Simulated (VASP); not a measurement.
# Ge2Sb2Te5 (Cm) in VASP: further runs

Aim: see how the results for Ge2Sb2Te5 move with the level of theory and the settings. Levels: PBE, PBE+D4. Tasks: relaxation of cell and atoms, single point.

Program: VASP 6.6.1. These are calculated values, not measurements. Logs are shortened: lines on timing, memory, paths and dates and some standing lists are left out, and cuts for length are marked.

### 1 The cell of the first run

The structure is monoclinic, space group Cm (No. 8). The conventional cell has a = 13.678 Å, b = 6.132 Å, c = 9.672 Å, α = 90.00°, β = 134.93°, γ = 90.00°. Within 3.8 Å of Te (site symmetry m) lie 2 Ge at 2.85 to 3.19 Å and 3 Sb at 3.07 to 3.14 Å. Te (site symmetry m) has 2 Sb at 2.95 to 3.20 Å and 3 Ge at 3.07 to 3.08 Å within 3.9 Å. Within 3.7 Å of Te (site symmetry m) lie 3 Ge at 2.82 to 3.07 Å and 2 Sb at 3.14 to 3.19 Å. Te (site symmetry m) has 2 Ge at 2.95 to 3.00 Å and 2 Sb at 3.02 to 3.06 Å within 3.9 Å. Within 3.9 Å of Te (site symmetry m) lie 3 Sb at 2.98 to 3.07 Å and 2 Ge at 3.05 to 3.20 Å. Within 3.9 Å of Sb (site symmetry m) lie 6 Te at 2.95 to 3.19 Å. Within 3.9 Å of Sb (site symmetry m) lie 6 Te at 2.98 to 3.20 Å. Ge (site symmetry m) has 6 Te at 2.82 to 3.19 Å within 3.7 Å.

### 2 Relaxation of cell and atoms, PBE, target pressure 2 GPa, at which the enthalpy is minimised

File INCAR:

```
PREC = Accurate
ENCUT = 600
EDIFF = 1E-6
ISMEAR = -1
SIGMA = 0.05
LREAL = F
LASPH = T
NELM = 80
ALGO = Normal
ISIF = 3
LWAVE = F
LCHARG = F
GGA = PE
IBRION = 2
NSW = 60
EDIFFG = -0.01
PSTRESS = 20.0
```

File KPOINTS:

```
regular mesh
0
Gamma
  4 4 3
```

File POSCAR:

```
Ge2Sb2Te5
1.0
    6.8391360000     -3.0660060000      0.0000000000
    6.8391360000      3.0660060000      0.0000000000
   -6.8309770000      0.0000000000      6.8476090000
Te Sb Ge
5 2 2
Direct
    0.5947020000      0.5947020000      0.3864330000
    0.7952880000      0.7952880000      0.1961120000
    0.0083240000      0.0083240000      0.0064350000
    0.2065190000      0.2065190000      0.8098030000
    0.3999590000      0.3999590000      0.5971180000
    0.9017080000      0.9017080000      0.5878730000
    0.1118700000      0.1118700000      0.4173520000
    0.2842870000      0.2842870000      0.1878300000
    0.4973430000      0.4973430000      0.0110440000
```

Potentials or basis: VASP PAW PBE potentials, release 64 (Te, Sb, Ge_d).

The run is started by

```bash
$ cat potpaw_PBE.64/Te/POTCAR potpaw_PBE.64/Sb/POTCAR potpaw_PBE.64/Ge_d/POTCAR > POTCAR
$ mpirun -np 1 vasp_std > vasp.out
```

OUTCAR:

```text
PREC = Accurate
   ENCUT = 600
   EDIFF = 1E-6
   ISMEAR = -1
   LREAL = F
   LASPH = T
   NELM = 80
   ISIF = 3
   GGA = PE
   IBRION = 2
   NSW = 60
   EDIFFG = -0.01
   PSTRESS = 20.0

 ion  position               nearest neighbor table
   1  0.595  0.595  0.386-   9 2.85   7 3.07   7 3.07   6 3.14   8 3.19
   2  0.795  0.795  0.196-   6 2.95   8 3.07   8 3.07   9 3.08   7 3.20
   3  0.008  0.008  0.006-   8 2.82   9 3.07   9 3.07   7 3.14   6 3.19
   4  0.207  0.207  0.810-   9 2.95   8 3.00   7 3.02   6 3.06
   5  0.400  0.400  0.597-   7 2.98   8 3.05   6 3.07   6 3.07   9 3.20
   6  0.902  0.902  0.588-   2 2.95   4 3.06   5 3.07   5 3.07   1 3.14   3 3.19
   7  0.112  0.112  0.417-   5 2.98   4 3.02   1 3.07   1 3.07   3 3.14   2 3.20
   8  0.284  0.284  0.188-   3 2.82   4 3.00   5 3.05   2 3.07   2 3.07   1 3.19
   9  0.497  0.497  0.011-   1 2.85   4 2.95   3 3.07   3 3.07   2 3.08   5 3.20

  LATTYP: Found a base centered monoclinic cell.
 ALAT       =    13.6782720000
 B/A-ratio  =     0.4483031190
 C/A-ratio  =     0.7071235363
 COS(beta)  =    -0.7062464773

  Lattice vectors:

 A1 = (   6.8391360000,  -3.0660060000,   0.0000000000)
 A2 = (   6.8391360000,   3.0660060000,   0.0000000000)
 A3 = (  -6.8309770000,   0.0000000000,   6.8476090000)

Analysis of symmetry for initial positions (statically):
=====================================================================
 Subroutine PRICEL returns:
 Original cell was already a primitive cell.

 Routine SETGRP: Setting up the symmetry group for a
 base centered monoclinic supercell.

 Subroutine GETGRP returns: Found  2 space group operations
 (whereof  2 operations were pure point group operations)
 out of a pool of  4 trial point group operations.

The static configuration has the point symmetry C_1h.

Analysis of symmetry for dynamics (positions and initial velocities):
=====================================================================
 Subroutine PRICEL returns:
 Original cell was already a primitive cell.

 Routine SETGRP: Setting up the symmetry group for a
 base centered monoclinic supercell.

 Subroutine GETGRP returns: Found  2 space group operations
 (whereof  2 operations were pure point group operations)
 out of a pool of  4 trial point group operations.

The dynamic configuration has the point symmetry C_1h.

 Subroutine INISYM returns: Found  2 space group operations
 (whereof  2 operations are pure point group operations),
 and found     1 'primitive' translations

----------------------------------------------------------------------------------------

                                     Primitive cell

  volume of cell :     287.1727

  direct lattice vectors                    reciprocal lattice vectors
     6.839136000 -3.066006000  0.000000000     0.073108650 -0.163078611  0.072931078
     6.839136000  3.066006000  0.000000000     0.073108650  0.163078611  0.072931078
    -6.830977000  0.000000000  6.847609000     0.000000000  0.000000000  0.146036376

  length of vectors
     7.494943230  7.494943230  9.672228068     0.193024481  0.193024481  0.146036376

  position of ions in fractional coordinates (direct lattice)
     0.594702000  0.594702000  0.386433000
     0.795288000  0.795288000  0.196112000
     0.008324000  0.008324000  0.006435000
     0.206519000  0.206519000  0.809803000
     0.399959000  0.399959000  0.597118000
     0.901708000  0.901708000  0.587873000
     0.111870000  0.111870000  0.417352000
     0.284287000  0.284287000  0.187830000
     0.497343000  0.497343000  0.011044000

  ion indices of the primitive-cell ions
   primitive index   ion index
                 1           1
                 2           2
                 3           3
                 4           4
                 5           5
                 6           6
                 7           7
                 8           8
                 9           9

----------------------------------------------------------------------------------------

 KPOINTS: regular mesh

Automatic generation of k-mesh.
 Grid dimensions read from file:
 generate k-points for:    4    4    3

 Generating k-lattice:

  Cartesian coordinates                     Fractional coordinates (reciprocal lattice)
     0.018277162 -0.040769653  0.018232770     0.250000000  0.000000000 -0.000000000
     0.018277162  0.040769653  0.018232770     0.000000000  0.250000000 -0.000000000
     0.000000000  0.000000000  0.048678792     0.000000000  0.000000000  0.333333333

  Length of vectors
     0.048256120  0.048256120  0.048678792

  Shift w.r.t. Gamma in fractional coordinates (k-lattice)
     0.000000000  0.000000000  0.000000000

 Subroutine IBZKPT returns following result:
 ===========================================

 Found     17 irreducible k-points:

 Following reciprocal coordinates:
            Coordinates               Weight
  0.000000  0.000000  0.000000      1.000000
  0.250000 -0.000000 -0.000000      4.000000
  0.500000 -0.000000 -0.000000      2.000000
  0.250000  0.250000 -0.000000      2.000000
  0.500000  0.250000 -0.000000      4.000000
 -0.250000  0.250000  0.000000      2.000000
[... 9 lines left out ...]
 -0.250000  0.500000  0.333333      4.000000
 -0.250000 -0.250000  0.333333      2.000000
   k-points           NKPTS =     17   k-points in BZ     NKDIM =     17   number of bands    NBANDS=     40
   number of dos      NEDOS =    301   number of ions     NIONS =      9
   total plane-waves  NPLWV = 288000
   dimension x,y,z NGX =    60 NGY =   60 NGZ =   80
   dimension x,y,z NGXF=   120 NGYF=  120 NGZF=  160
   ions per type =               5   2   2
   NGX,Y,Z   is equivalent  to a cutoff of  13.31, 13.31, 13.75 a.u.
   NGXF,Y,Z  is equivalent  to a cutoff of  26.62, 26.62, 27.50 a.u.
 SYSTEM =  unknown system
   PREC   = accura    normal or accurate (medium, high low for compatibility)
   ISTART =      0    job   : 0-new  1-cont  2-samecut
   ICHARG =      2    charge: 1-file 2-atom 10-const
   ISPIN  =      1    spin polarized calculation?
   LNONCOLLINEAR =      F non collinear calculations
   LSORBIT =      F    spin-orbit coupling
   LASPH  =      T    aspherical Exc in radial PAW
   ENCUT  =  600.0 eV  44.10 Ry    6.64 a.u.  14.97 14.97 19.32*2*pi/ulx,y,z
   NELM   =     80;   NELMIN=  2; NELMDL= -5     # of ELM steps
   EDIFF  = 0.1E-05   stopping-criterion for ELM
   LREAL  =      F    real-space projection
   EDIFFG = -.1E-01   stopping-criterion for IOM
   NSW    =     60    number of steps for IOM
   IBRION =      2    ionic relax: 0-MD 1-quasi-New 2-CG
   NFREE  =      1    steps in history (QN), initial steepest desc. (CG)
   ISIF   =      3    stress and relaxation
   ISYM   =      2    0-nonsym 1-usesym 2-fastsym
   POTIM  = 0.5000    time-step for ionic-motion
   TEBEG  =    0.0;   TEEND  =   0.0 temperature during run
   PSTRESS=   20.0 pullay stress
   NELECT =      68.0000    total number of electrons
   NUPDOWN=      -1.0000    fix difference up-down
   EMIN   =  10.00;   EMAX   =-10.00  energy-range for DOS
   EFERMI =   0.00;   METHOD = LEGACY
   ISMEAR =    -1;   SIGMA  =   0.05  broadening in eV -4-tet -1-fermi 0-gaus
   EFERMI_NEDOS =   21; number of points for ismear=-14 and -15
   IALGO  =     38    algorithm
   IMIX   =      4    mixing-type and parameters
     AMIX     =   0.40;   BMIX     =  1.00
     AMIX_MAG =   1.60;   BMIX_MAG =  1.00
  volume/ion in A,a.u.               =      31.91       215.33
  Fermi-wavevector in a.u.,A,eV,Ry     =   1.012815  1.913943 13.956774  1.025794
  Thomas-Fermi vector in A             =   2.145947
   LORBIT       =      0    0 simple, 1 ext, 2 COOP (PROOUT), +10 PAW based schemes
   GGA     = PE    functional components
   LHFCALC =     F    Hartree Fock is set to
   AEXX    =    0.0000 exact exchange contribution
   IVDW    =     0    specifies the selected vdW correction
   LEPSILON=     F    determine dielectric tensor
   LRPA    =     F    only Hartree local field effects (RPA)
 conjugate gradient relaxation of ions
 non-spin polarized calculation
  energy-cutoff  :      600.00
  volume of cell :      287.17
 maximum number of plane-waves:      9618
   NGX = 29   NGY = 29   NGZ = 39

--------------------------------------- Ionic step        1  -------------------------------------------

 number of electron      67.9999998 magnetization

 Free energy of the ion-electron system (eV)
  ---------------------------------------------------
  ext. energy  EPLUGINS =         0.00000000
  ---------------------------------------------------
  free energy    TOTEN  =       -33.59527216 eV

  energy without entropy =      -33.58352583  energy(sigma->0) =      -33.58939899

------------------------ aborting loop because EDIFF is reached ----------------------------------------

  FORCE on cell =-STRESS in cart. coord.  units (eV):
  Direction    XX          YY          ZZ          XY          YZ          ZX
  --------------------------------------------------------------------------------------
  -------------------------------------------------------------------------------------
  Total       -0.3440429     -0.2526358     -0.2397171      0.0000000      0.0000000     -0.1839029
  in kB       -1.9194642     -1.4094908     -1.3374159      0.0000000      0.0000000     -1.0260203
  external PRESSURE =     -21.5554570 kB  Pullay stress =      20.0000000 kB
[... 114 lines left out ...]
  FREE ENERGIE OF THE ION-ELECTRON SYSTEM (eV)
  ---------------------------------------------------
  free  energy   TOTEN  =       -33.5288800003 eV

  energy  without entropy=      -33.5169122140  energy(sigma->0) =      -33.52289611

  enthalpy is  TOTEN    =       -30.0974675568 eV   P V=        3.4314124434

[... ionic steps 4 to 42 ...]

--------------------------------------- Ionic step       43  -------------------------------------------

 number of electron      68.0000001 magnetization

------------------------ aborting loop because EDIFF is reached ----------------------------------------

  FORCE on cell =-STRESS in cart. coord.  units (eV):
  Direction    XX          YY          ZZ          XY          YZ          ZX
  --------------------------------------------------------------------------------------
  -------------------------------------------------------------------------------------
  Total        3.4147727      3.3932917      3.3940637      0.0000000      0.0000000     -0.0000832
  in kB       20.1911303     20.0641158     20.0686806      0.0000000      0.0000000     -0.0004921
  external PRESSURE =       0.1079756 kB  Pullay stress =      20.0000000 kB
[... 75 lines left out ...]
  enthalpy is  TOTEN    =       -30.1515944564 eV   P V=        3.3822192789

--------------------------------------- Ionic step       45  -------------------------------------------

 number of electron      68.0000002 magnetization

 Free energy of the ion-electron system (eV)
  ---------------------------------------------------
  ext. energy  EPLUGINS =         0.00000000
  ---------------------------------------------------
  free energy    TOTEN  =       -33.53417123 eV

  energy without entropy =      -33.52396517  energy(sigma->0) =      -33.52906820

 E-fermi :   5.9611     XC(G=0):  -9.4113

 val. band max:        5.8648937678   @ k =   0.5000  -0.0000  -0.0000
 cond. band min:       6.0157420226   @ k =   0.5000  -0.0000  -0.0000
 fundamental gap:      0.1508482548
 Fermi energy:         5.9611240094

 k-point     1 :       0.0000    0.0000    0.0000
  band No.  band energies     occupation
      1     -18.7314      2.00000
      2     -18.7216      2.00000
      3     -18.7202      2.00000
      4     -18.7152      2.00000
      5     -18.7146      2.00000
      6     -18.7120      2.00000
[... 756 lines left out ...]
  FREE ENERGIE OF THE ION-ELECTRON SYSTEM (eV)
  ---------------------------------------------------
  free  energy   TOTEN  =       -33.5341712291 eV

  energy  without entropy=      -33.5239651661  energy(sigma->0) =      -33.52906820

  enthalpy is  TOTEN    =       -30.1516212187 eV   P V=        3.3825500105

 reached required accuracy - stopping structural energy minimisation
```

Run time: 70 min. Hardware: 1 thread of Intel Xeon 6975P-C (Granite Rapids), shared host; peak memory 0.81 GiB.

What came out:

| Item | Value |
| --- | --- |
| Free energy | -33.5342 eV |
| Relaxed volume | 30.11 Å³/atom |
| Relaxed cell | a = 7.360 Å, b = 7.360 Å, c = 9.509 Å, α = 130.44°, β = 130.44°, γ = 48.45° |
| Space group after relaxing (to 0.05 Å) | Cm (No. 8) |
| Energy change on relaxing (the enthalpy is what falls) | +6.8 meV/atom |
| Ionic steps | 45 |
| Pressure after relaxing | 2.0 GPa |
| Largest force after relaxing | 0.009 eV/Å |
| Band gap on the k mesh | 0.15 eV, direct |

Forces in eV/Å, atoms in the order of the input:
```
Te  -0.001  0.000 -0.006
Te   0.004  0.000  0.002
Te   0.003  0.000 -0.008
Te  -0.003  0.000  0.002
Te  -0.001  0.000 -0.001
Sb   0.001  0.000  0.004
Sb   0.000  0.000  0.004
Ge   0.000  0.000  0.003
Ge  -0.003  0.000  0.001
```

Step by step:
```tsv
step	energy change (eV)	largest force (eV/Å)	pressure (GPa)	volume (Å³)
1	0.0000	0.1494	-0.16	287.17
3	0.0664	0.2967	2.03	274.89
5	0.0729	0.1382	2.04	272.84
7	0.0666	0.1108	1.96	271.71
9	0.0715	0.1105	1.96	270.99
11	0.0827	0.0917	2.09	269.76
13	0.0973	0.0506	2.49	268.49
15	0.0840	0.0457	2.21	269.41
17	0.0581	0.0610	1.90	271.35
19	0.0631	0.0495	1.98	270.92
21	0.0633	0.0338	2.02	270.88
23	0.0606	0.0169	1.97	271.07
25	0.0630	0.0160	2.03	270.87
27	0.0638	0.0151	2.02	270.80
29	0.0607	0.0289	1.95	271.04
31	0.0614	0.0141	1.98	270.98
33	0.0606	0.0123	1.97	271.04
35	0.0639	0.0117	2.06	270.76
37	0.0636	0.0112	2.03	270.79
39	0.0617	0.0146	2.00	270.94
41	0.0597	0.0117	1.98	271.08
43	0.0612	0.0110	2.01	270.96
45	0.0611	0.0087	2.01	270.97
```

Final structure:
```
Te Sb Ge
1.0
     6.71163   -3.02012   -0.02974
     6.71163    3.02012   -0.02974
    -6.73343    0.00000    6.71392
Te Sb Ge
5 2 2
Direct
  0.59638 0.59638 0.39140
  0.79590 0.79590 0.18378
  0.99976 0.99976 0.99741
  0.21133 0.21133 0.81407
  0.41225 0.41225 0.60352
  0.89496 0.89496 0.58009
  0.11300 0.11300 0.42441
  0.28113 0.28113 0.19603
  0.49529 0.49529 0.00930
```

Levels at points of the mesh, in eV from the valence-band top:
```
           k point  band 31  band 32  band 33  band 34  band 35  band 36  band 37  band 38
(0.00, 0.00, 0.00)    -0.80    -0.48    -0.43    -0.37     1.08     1.47     2.45     2.50
(0.50, 0.00, 0.00)    -0.77    -0.60    -0.47     0.00     0.15     0.65     0.82     1.13
(0.50, 0.50, 0.00)    -2.32    -1.06    -0.94    -0.94     1.92     2.50     2.92     3.20
```

Caveat: the cell is relaxed towards a set pressure, so the enthalpy falls and the energy may rise; spin-orbit coupling is left out, which moves the levels of the heavy elements. A k mesh can miss the band edges.

### 3 Single point, PBE+D4

This run uses another cell than the first one, of 30.96 Å³/atom, 0.970 times its volume.

File INCAR:

```
ALGO = Normal
EDIFF = 1E-6
ENCUT = 520
GGA = PE
ISIF = 2
ISMEAR = -1
IVDW = 13
LASPH = T
LCHARG = F
LREAL = F
LWAVE = F
NBANDS = 44
NELM = 100
PREC = Accurate
SIGMA = 0.05
```

File KPOINTS:

```
k-points
0
Gamma
  5 5 4
```

File POSCAR:

```
Ge2Sb2Te5
1.0
    6.8065785007     -3.0457690856     -0.0471056378
    6.8065785007      3.0457690856     -0.0471056378
   -6.8456223383      0.0000000000      6.7666271139
Te Sb Ge
5 2 2
Direct
    0.6059483712      0.6059483712      0.4060498618
    0.8021609556      0.8021609556      0.1867402437
   -0.0041327272     -0.0041327272     -0.0063157322
    0.2099250543      0.2099250543      0.8063404809
    0.4139364895      0.4139364895      0.6017763268
    0.8912504256      0.8912504256      0.5702774685
    0.1163792731      0.1163792731      0.4256031442
    0.2725272632      0.2725272632      0.1929516821
    0.4920048947      0.4920048947      0.0165765240
```

Potentials or basis: VASP PAW PBE potentials, release 64 (Te, Sb, Ge_d).

The run is started by

```bash
$ cat potpaw_PBE.64/Te/POTCAR potpaw_PBE.64/Sb/POTCAR potpaw_PBE.64/Ge_d/POTCAR > POTCAR
$ mpirun -np 1 vasp_std > vasp.out
```

It used 1500 s of CPU time on 1 thread of AMD EPYC 7R13 Processor (Zen 3), with other jobs on the host.

It converged, with:

- Free energy: -37.6530 eV
- Pressure: 0.0 GPa
- Largest force: 0.017 eV/Å
- Band gap on the k mesh: 0.13 eV, indirect (least direct gap 0.27 eV)
- Dispersion energy per atom: -0.455 eV

Forces in eV/Å, atoms in the order of the input:
```
Te  -0.009  0.000  0.003
Te   0.006  0.000 -0.006
Te  -0.006  0.000 -0.003
Te  -0.017  0.000  0.000
Te   0.001  0.000  0.002
Sb   0.004  0.000  0.016
Sb   0.003  0.000 -0.010
Ge   0.014  0.000  0.001
Ge   0.003  0.000 -0.004
```

Levels at points of the mesh, in eV from the valence-band top:
```csv
k point,band 31,band 32,band 33,band 34,band 35,band 36,band 37,band 38
"(0.00, 0.00, 0.00)",-0.95,-0.59,-0.52,-0.42,1.05,1.45,2.31,2.37
"(0.00, 0.00, 0.50)",-0.88,-0.84,-0.55,-0.47,0.86,1.58,1.71,2.63
```

Caveat: spin-orbit coupling is left out, which moves the levels of the heavy elements.
